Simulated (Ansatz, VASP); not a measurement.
This is a calculation of Nb for VASP 6.6.1.

INCAR

```
PREC = Accurate
ENCUT = 500
EDIFF = 1E-6
ISMEAR = 0
SIGMA = 0.025
LREAL = F
LASPH = T
NELM = 200
ALGO = Normal
ISIF = 2
LWAVE = F
LCHARG = F
ISPIN = 2
MAGMOM = 0.1
LORBIT = 11
LMAXMIX = 4
GGA = PE
NBANDS = 16
GGA_COMPAT = F
```

File KPOINTS:

```
Automatic mesh
0
Gamma
  11 11 11
```

Contents of POSCAR:

```
Nb
1.0
    3.0687861212      0.0000000000      0.0000000000
    1.5343930606      2.6576467397      0.0000000000
    1.5343930606      0.8858822466      2.5056533756
Nb
1
Direct
    0.0000000000      0.0000000000      0.0000000000
```

Potentials or basis: VASP PAW PBE potentials, release 64 (Nb_sv).

The run is started by

```bash
$ cat potpaw_PBE.64/Nb_sv/POTCAR > POTCAR
$ mpirun -np 1 vasp_std > vasp.out
```

Question: Translate it to Ansatz 0.2.0. Potentials there: all-electron LAPW, scalar-relativistic.

Answer: As run (the cutoff follows the program's own potentials):

input.yaml

```yaml
crystal:
  lattice: { a: 3.0687861212, b: 3.0687861212, c: 3.0687861212, alpha: 60.0, beta: 60.0, gamma: 60.0 }
  atoms:
    - { symbol: Nb, position: [0.0, 0.0, 0.0], spin: 0.1 }
kpoints:
  mp_grid: { grid: [11, 11, 11] }
scf:
  occupations: { method: gaussian, width: 0.025 }
hamiltonian:
  xc: pbe
  pseudopotentials: { kind: all_electron, lapw: { basis_error: 0.0001 } }
magnetization:
  spin_polarized: true
output:
  forces: true
  stress: true
  eigenvalues: true
```

Potentials or basis: all-electron LAPW, scalar-relativistic.

Launch:

```sh
$ ansatz run input.yaml --threads 1 --pin off --max-ram 2560MiB --backend cpu --events-out ev --progress --plain --runs-dir out
```

Both were run:

|  | VASP | Ansatz | Ansatz less VASP |
| --- | --- | --- | --- |
| gap on the k mesh at the Fermi level (eV) | none | none | - |
| pressure (GPa) | -12.6 | -12.3 | +0.27 |
| net moment per atom (μB) | 0.02 | 0.00 | -0.022 |

A gap of «none» marks a metal or a gap that the smearing closes. Ansatz ran all-electron here, and VASP with PAW potentials.
